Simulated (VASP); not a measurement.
# Al (Im-3m) in VASP: a series of runs

The runs below take Al through single point, with PBEsol.

Program: VASP 6.6.1. These are calculated values, not measurements. Logs are shortened: lines on timing, memory, paths and dates and some standing lists are left out, and cuts for length are marked.

### 1 The cell of the first run

Symmetry: Im-3m, No. 229, cubic system. Conventional cell: a = 3.213 Å, b = 3.213 Å, c = 3.213 Å, α = 90.00°, β = 90.00°, γ = 90.00°. Within 3.7 Å of Al (site symmetry m-3m) lie 14 Al at 2.78 to 3.21 Å.

This isn't the form of Al at room conditions, which is fcc.

### 2 Single point, PBEsol

Contents of INCAR:

```
PREC = Accurate
ENCUT = 520
EDIFF = 1E-7
ISMEAR = 0
SIGMA = 0.15
LREAL = F
LASPH = T
NELM = 80
ALGO = Fast
ISIF = 2
LWAVE = F
LCHARG = F
GGA = PS
NBANDS = 8
```

Contents of KPOINTS:

```
regular mesh
0
Gamma
  14 14 14
```

Contents of POSCAR:

```
Al
1.0
   -1.6064390039      1.6064390039      1.6064390039
    1.6064390039     -1.6064390039      1.6064390039
    1.6064390039      1.6064390039     -1.6064390039
Al
1
Direct
    0.0000000000      0.0000000000      0.0000000000
```

Potentials or basis: VASP PAW PBE potentials, release 64 (Al).

On the command line:

```bash
$ cat potpaw_PBE.64/Al/POTCAR > POTCAR
$ mpirun -np 1 vasp_std > vasp.out
```

OUTCAR:

```text
PREC = Accurate
   ENCUT = 520
   EDIFF = 1E-7
   ISMEAR = 0
   LREAL = F
   LASPH = T
   NELM = 80
   ISIF = 2
   GGA = PS

 ion  position               nearest neighbor table
   1  0.000  0.000  0.000-

  LATTYP: Found a body centered cubic cell.
 ALAT       =     3.2128780078

  Lattice vectors:

 A1 = (  -1.6064390039,   1.6064390039,   1.6064390039)
 A2 = (   1.6064390039,  -1.6064390039,   1.6064390039)
 A3 = (   1.6064390039,   1.6064390039,  -1.6064390039)

Analysis of symmetry for initial positions (statically):
=====================================================================
 Subroutine PRICEL returns:
 Original cell was already a primitive cell.

 Routine SETGRP: Setting up the symmetry group for a
 body centered cubic supercell.

 Subroutine GETGRP returns: Found 48 space group operations
 (whereof 48 operations were pure point group operations)
 out of a pool of 48 trial point group operations.

The static configuration has the point symmetry O_h .

Analysis of symmetry for dynamics (positions and initial velocities):
=====================================================================
 Subroutine PRICEL returns:
 Original cell was already a primitive cell.

 Routine SETGRP: Setting up the symmetry group for a
 body centered cubic supercell.

 Subroutine GETGRP returns: Found 48 space group operations
 (whereof 48 operations were pure point group operations)
 out of a pool of 48 trial point group operations.

The dynamic configuration has the point symmetry O_h .

 Subroutine INISYM returns: Found 48 space group operations
 (whereof 48 operations are pure point group operations),
 and found     1 'primitive' translations

----------------------------------------------------------------------------------------

                                     Primitive cell

  volume of cell :      16.5826

  direct lattice vectors                    reciprocal lattice vectors
    -1.606439004  1.606439004  1.606439004     0.000000000  0.311247423  0.311247423
     1.606439004 -1.606439004  1.606439004     0.311247423  0.000000000  0.311247423
     1.606439004  1.606439004 -1.606439004     0.311247423  0.311247423  0.000000000

  length of vectors
     2.782433974  2.782433974  2.782433974     0.440170327  0.440170327  0.440170327

  position of ions in fractional coordinates (direct lattice)
     0.000000000  0.000000000  0.000000000

  ion indices of the primitive-cell ions
   primitive index   ion index
                 1           1

----------------------------------------------------------------------------------------

 KPOINTS: regular mesh

Automatic generation of k-mesh.
 Grid dimensions read from file:
 generate k-points for:   14   14   14

 Generating k-lattice:

  Cartesian coordinates                     Fractional coordinates (reciprocal lattice)
     0.000000000  0.022231959  0.022231959     0.071428571  0.000000000  0.000000000
     0.022231959  0.000000000  0.022231959     0.000000000  0.071428571  0.000000000
     0.022231959  0.022231959  0.000000000     0.000000000  0.000000000  0.071428571

  Length of vectors
     0.031440738  0.031440738  0.031440738

  Shift w.r.t. Gamma in fractional coordinates (k-lattice)
     0.000000000  0.000000000  0.000000000

 Subroutine IBZKPT returns following result:
 ===========================================

 Found    104 irreducible k-points:

 Following reciprocal coordinates:
            Coordinates               Weight
  0.000000  0.000000  0.000000      1.000000
  0.071429  0.000000  0.000000     12.000000
  0.142857  0.000000  0.000000     12.000000
  0.214286  0.000000  0.000000     12.000000
  0.285714  0.000000  0.000000     12.000000
  0.357143  0.000000  0.000000     12.000000
[... 16 lines left out ...]
  0.285714  0.285714  0.000000     24.000000
  0.357143  0.285714  0.000000     24.000000
 [... further k-points ...]
   k-points           NKPTS =    104   k-points in BZ     NKDIM =    104   number of bands    NBANDS=      8
   number of dos      NEDOS =    301   number of ions     NIONS =      1
   total plane-waves  NPLWV =  13824
   dimension x,y,z NGX =    24 NGY =   24 NGZ =   24
   dimension x,y,z NGXF=    48 NGYF=   48 NGZF=   48
   ions per type =               1
   NGX,Y,Z   is equivalent  to a cutoff of  14.34, 14.34, 14.34 a.u.
   NGXF,Y,Z  is equivalent  to a cutoff of  28.68, 28.68, 28.68 a.u.
 SYSTEM =  unknown system
   PREC   = accura    normal or accurate (medium, high low for compatibility)
   ISTART =      0    job   : 0-new  1-cont  2-samecut
   ICHARG =      2    charge: 1-file 2-atom 10-const
   ISPIN  =      1    spin polarized calculation?
   LNONCOLLINEAR =      F non collinear calculations
   LSORBIT =      F    spin-orbit coupling
   LASPH  =      T    aspherical Exc in radial PAW
   ENCUT  =  520.0 eV  38.22 Ry    6.18 a.u.   5.17  5.17  5.17*2*pi/ulx,y,z
   NELM   =     80;   NELMIN=  2; NELMDL= -5     # of ELM steps
   EDIFF  = 0.1E-06   stopping-criterion for ELM
   LREAL  =      F    real-space projection
   EDIFFG = 0.1E-05   stopping-criterion for IOM
   NSW    =      0    number of steps for IOM
   IBRION =     -1    ionic relax: 0-MD 1-quasi-New 2-CG
   NFREE  =      0    steps in history (QN), initial steepest desc. (CG)
   ISIF   =      2    stress and relaxation
   ISYM   =      2    0-nonsym 1-usesym 2-fastsym
   POTIM  = 0.5000    time-step for ionic-motion
   TEBEG  =    0.0;   TEEND  =   0.0 temperature during run
   PSTRESS=    0.0 pullay stress
   NELECT =       3.0000    total number of electrons
   NUPDOWN=      -1.0000    fix difference up-down
   EMIN   =  10.00;   EMAX   =-10.00  energy-range for DOS
   EFERMI =   0.00;   METHOD = LEGACY
   ISMEAR =     0;   SIGMA  =   0.15  broadening in eV -4-tet -1-fermi 0-gaus
   EFERMI_NEDOS =   21; number of points for ismear=-14 and -15
   IALGO  =     68    algorithm
   IMIX   =      4    mixing-type and parameters
     AMIX     =   0.40;   BMIX     =  1.00
     AMIX_MAG =   1.60;   BMIX_MAG =  1.00
  volume/ion in A,a.u.               =      16.58       111.90
  Fermi-wavevector in a.u.,A,eV,Ry     =   0.925901  1.749698 11.664164  0.857292
  Thomas-Fermi vector in A             =   2.051805
   LORBIT       =      0    0 simple, 1 ext, 2 COOP (PROOUT), +10 PAW based schemes
   GGA     = PS    functional components
   LHFCALC =     F    Hartree Fock is set to
   AEXX    =    0.0000 exact exchange contribution
   IVDW    =     0    specifies the selected vdW correction
   LEPSILON=     F    determine dielectric tensor
   LRPA    =     F    only Hartree local field effects (RPA)
 non-spin polarized calculation
 RMM-DIIS sequential band-by-band and
 Gauss-broadening in eV      SIGMA  =   0.15
  energy-cutoff  :      520.00
  volume of cell :       16.58
 maximum number of plane-waves:       466
 NGX is ok and might be reduce to    24

 number of electron       3.0000000 magnetization

 Free energy of the ion-electron system (eV)
  ---------------------------------------------------
  ext. energy  EPLUGINS =         0.00000000
  ---------------------------------------------------
  free energy    TOTEN  =        -4.00036596 eV

  energy without entropy =       -3.99549649  energy(sigma->0) =       -3.99793122

 E-fermi :   7.9149     XC(G=0): -10.2422

 val. band max:        7.6933419802   @ k =   0.2857   0.1429   0.0714
 cond. band min:       7.9216822886   @ k =   0.2857   0.2857   0.0000
 fundamental gap:      0.2283403084
 Fermi energy:         7.9148893295

 k-point     1 :       0.0000    0.0000    0.0000
  band No.  band energies     occupation
      1      -3.1926      2.00000
      2      21.1113      0.00000
      3      21.1113      0.00000
      4      21.1113      0.00000
      5      22.5053      0.00000
      6      22.5053      0.00000
      7      22.5053      0.00000
      8      24.1456      0.00000

 k-point     2 :       0.0714    0.0000    0.0000
  band No.  band energies     occupation
      1      -3.0463      2.00000
      2      19.3818      0.00000
      3      20.1241      0.00000
      4      20.5365      0.00000
      5      21.9297      0.00000
      6      23.0196      0.00000
      7      23.2557      0.00000
      8      23.7360      0.00000

 k-point     3 :       0.1429    0.0000    0.0000
  band No.  band energies     occupation
      1      -2.6082      2.00000
      2      16.5178      0.00000
      3      18.8917      0.00000
      4      19.4113      0.00000
      5      20.8420      0.00000
      6      21.9914      0.00000
      7      24.0684      0.00000
      8      24.4837      0.00000

 k-point     4 :       0.2143    0.0000    0.0000
  band No.  band energies     occupation
      1      -1.8811      2.00000
      2      13.5916      0.00000
      3      17.8574      0.00000
      4      18.2984      0.00000
      5      19.7997      0.00000
      6      21.0962      0.00000
      7      25.0045      0.00000
      8      25.0359      0.00000

 k-point     5 :       0.2857    0.0000    0.0000
  band No.  band energies     occupation
      1      -0.8694      2.00000
      2      10.8161      0.00000
      3      17.0505      0.00000
      4      17.3743      0.00000
      5      18.9489      0.00000
      6      20.3370      0.00000
      7      25.8147      0.00000
      8      26.1230      0.00000
[... 177 lines left out ...]
 k-point    22 :       0.3571    0.2143    0.0000
  band No.  band energies     occupation
      1       3.7882      2.00000
      2       5.7887      2.00000
      3       9.6520      0.00000
      4      15.2745      0.00000
      5      21.1469      0.00000
      6      24.2608      0.00000
      7      25.6802      0.00000
      8      28.0650      0.00000

 k-point    23 :       0.2857    0.2857    0.0000
  band No.  band energies     occupation
      1       3.6569      2.00000
      2       7.2657      2.00000
      3       7.9217      0.94893
      4      15.1565      0.00000
      5      22.5585      0.00000
      6      22.9485      0.00000
      7      25.8984      0.00000
      8      29.4478      0.00000

 k-point    24 :       0.3571    0.2857    0.0000
  band No.  band energies     occupation
      1       5.2278      2.00000
      2       5.6878      2.00000
      3       7.5394      1.99960
      4      15.0322      0.00000
      5      22.6258      0.00000
      6      24.2605      0.00000
      7      24.3646      0.00000
      8      30.0332      0.00000

 [... further k-points ...]

------------------------ aborting loop because EDIFF is reached ----------------------------------------

  FORCE on cell =-STRESS in cart. coord.  units (eV):
  Direction    XX          YY          ZZ          XY          YZ          ZX
  --------------------------------------------------------------------------------------
  -------------------------------------------------------------------------------------
  Total        0.0198850      0.0198850      0.0198850      0.0000000     -0.0000000     -0.0000000
  in kB        1.9212493      1.9212493      1.9212493      0.0000000     -0.0000000     -0.0000000
  external PRESSURE =       1.9212493 kB  Pullay stress =       0.0000000 kB

 VOLUME and BASIS-vectors are now :
 -----------------------------------------------------------------------------
  energy-cutoff  :      520.00
  volume of cell :       16.58
      direct lattice vectors                 reciprocal lattice vectors
    -1.606439004  1.606439004  1.606439004     0.000000000  0.311247423  0.311247423
     1.606439004 -1.606439004  1.606439004     0.311247423  0.000000000  0.311247423
     1.606439004  1.606439004 -1.606439004     0.311247423  0.311247423  0.000000000

 POSITION                                       TOTAL-FORCE (eV/Angst)
 -----------------------------------------------------------------------------------
      0.00000      0.00000      0.00000        -0.000000      0.000000     -0.000000
 -----------------------------------------------------------------------------------
    total drift:                                0.000000     -0.000000      0.000000

  FREE ENERGIE OF THE ION-ELECTRON SYSTEM (eV)
  ---------------------------------------------------
  free  energy   TOTEN  =        -4.0003659578 eV

  energy  without entropy=       -3.9954964900  energy(sigma->0) =       -3.99793122
```

Run time: 11 s. Hardware: 1 thread of Intel Xeon Platinum 8488C (Sapphire Rapids), shared host; peak memory 0.14 GiB.

Results:

| Property | Result |
| --- | --- |
| Free energy | -4.0004 eV |
| Pressure | 0.2 GPa |
| Band gap on the k mesh | zero (an odd number of electrons rules out a gap without spin polarisation) |

Caveat: the PAW data sets were made with another functional, which shifts forces and pressure a little.

### 3 Single point, PBEsol

This run uses another cell than the first one: it holds 4 atoms, not 1.

Contents of INCAR:

```
PREC     = Accurate       # precision mode
ENCUT    = 520            # plane-wave cutoff, eV
EDIFF    = 1E-7           # SCF threshold, eV
ISMEAR   = 0              # smearing method
SIGMA    = 0.15           # smearing width, eV
LREAL    = F              # projectors in reciprocal space
LASPH    = T              # aspherical terms in the spheres
NELM     = 100            # most SCF steps
ALGO     = Fast           # electronic algorithm
ISIF     = 2              # what is computed and relaxed
LWAVE    = F              # write WAVECAR
LCHARG   = F              # write CHGCAR
GGA      = PS             # functional
NBANDS   = 14             # bands
```

Contents of KPOINTS:

```
Automatic mesh
0
Gamma
  10 10 10
```

Contents of POSCAR:

```
Al
1.0
    0.0000000000     -3.2128780077      3.2128780077
    3.2128780077     -3.2128780077      0.0000000000
    3.2128780077      0.0000000000      3.2128780077
Al
4
Direct
    0.0000000000      0.0000000000      0.0000000000
    0.2500000000      0.2500000000      0.2500000000
    0.5000000000      0.5000000000      0.5000000000
    0.7500000000      0.7500000000      0.7500000000
```

Potentials or basis: VASP PAW PBE potentials, release 64 (Al).

On the command line:

```bash
$ cat potpaw_PBE.64/Al/POTCAR > POTCAR
$ mpirun -np 1 vasp_std > vasp.out
```

It took 48 s on 1 thread of Intel Xeon Platinum 8488C (Sapphire Rapids), shared host; peak memory 0.2 GiB.

The run converged. Its results:

| Property | Result |
| --- | --- |
| Free energy | -15.9893 eV |
| Pressure | 0.2 GPa |
| Band gap on the k mesh | zero (bands 6 and 7 overlap by 2.58 eV) |

Levels at points of the mesh, in eV from the Fermi level:
```csv
k point,band 4,band 5,band 6,band 7,band 8,band 9
"(0.00, 0.00, 0.00)",-0.94,-0.94,-0.94,-0.94,0.41,0.41
"(0.50, 0.00, 0.00)",-1.77,-1.77,-1.77,-0.90,-0.90,4.88
"(0.50, 0.50, 0.00)",-4.26,-3.82,-3.82,5.04,5.04,5.04
```

Caveat: the PAW data sets were made with another functional, which shifts forces and pressure a little.
